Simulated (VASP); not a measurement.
Input of a VASP 6.6.1 run:

File INCAR:

```
SYSTEM = TaN
PREC     = Accurate       ! precision mode
ENCUT    = 520            ! plane-wave cutoff, eV
EDIFF    = 1E-6           ! SCF threshold, eV
ISMEAR   = -1             ! smearing method
SIGMA    = 0.02           ! smearing width, eV
LREAL    = .False.        ! projectors in reciprocal space
LASPH    = .True.         ! aspherical terms in the spheres
NELM     = 100            ! most SCF steps
ALGO     = Normal         ! electronic algorithm
ISIF     = 2              ! what is computed and relaxed
LWAVE    = .False.        ! write WAVECAR
LCHARG   = .False.        ! write CHGCAR
GGA      = PS             ! functional
NBANDS   = 15             ! bands
```

Contents of KPOINTS:

```
Automatic mesh
0
Gamma
  9 9 9
  0 0 0
```

File POSCAR:

```
TaN
1.0
    0.0653700000      2.2116850000      2.2116850000
    2.2116850000      0.0653700000      2.2116850000
    2.2116850000      2.2116850000      0.0653700000
Ta N
1 1
Direct
    0.5000000000      0.5000000000      0.5000000000
    0.0000000000      0.0000000000      0.0000000000
```

Potentials or basis: VASP PAW PBE potentials, release 64 (Ta_pv, N).

Command:

```console
$ cat potpaw_PBE.64/Ta_pv/POTCAR potpaw_PBE.64/N/POTCAR > POTCAR
$ mpirun -np 1 vasp_std > vasp.out
```

(1) What does it give for the band gap on the k mesh?

(2) What does it give for the pressure?

Results:

(1) zero (band 8 reaches 11.18 eV, above the bottom of band 9 at 7.71 eV).

(2) 5.8 GPa.

Caveat: the cell differs from its parent crystal (equal xy, yz and zx shear strains of +3 %); the PAW data sets were made with another functional, which shifts forces and pressure a little; spin-orbit coupling is left out, which moves the levels of the heavy elements.
